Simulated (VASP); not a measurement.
## MgCd3Se4: single point with PBE

MgCd3Se4:

```
Mg Cd Se
1.0
    -3.07580    3.07580    6.14815
     3.07580   -3.07580    6.14815
     3.07580    3.07580   -6.14815
Mg Cd Se
1 3 4
Direct
  0.00000 0.00000 0.00000
  0.25000 0.75000 0.50000
  0.75000 0.25000 0.50000
  0.50000 0.50000 0.00000
  0.87825 0.36637 0.00000
  0.36637 0.87825 0.00000
  0.12175 0.12175 0.48812
  0.63363 0.63363 0.51188
```

```json
{
  "Program": "VASP 6.6.1",
  "Task": "single point",
  "Functional": "PBE",
  "Potentials or basis": "VASP PAW PBE potentials, release 64 (Mg, Cd, Se)",
  "Cutoff": "600 eV",
  "k mesh": "3 × 3 × 3",
  "Occupations": "gaussian, width 0.15 eV",
  "Spin": "no spin polarisation",
  "Dipole correction": "no",
  "Further INCAR settings": "ALGO = Normal; EDIFF = 1e-06; NBANDS = 41"
}
```

```
Pressure               : 0.0 GPa
Largest force          : 0.026 eV/Å
Band gap on the k mesh : 0.98 eV
```

Forces in eV/Å, atoms in the order of the input:
```
Mg   0.000  0.000  0.000
Cd   0.000  0.000  0.000
Cd   0.000  0.000  0.000
Cd   0.000  0.000  0.000
Se  -0.014  0.014 -0.017
Se   0.014 -0.014 -0.017
Se  -0.014 -0.014  0.017
Se   0.014  0.014  0.017
```

Levels at points of the mesh, in eV from the valence-band top:
| k point | band 28 | band 29 | band 30 | band 31 | band 32 | band 33 | band 34 | band 35 |
| --- | --- | --- | --- | --- | --- | --- | --- | --- |
| (0.00, 0.00, 0.00) | -1.51 | -0.01 | 0.00 | 0.00 | 0.98 | 3.33 | 3.76 | 4.98 |

Run time: 55 s on 1 thread of Intel(R) Xeon(R) 6975P-C (Granite Rapids), on a shared host, peak memory 0.53 GiB.
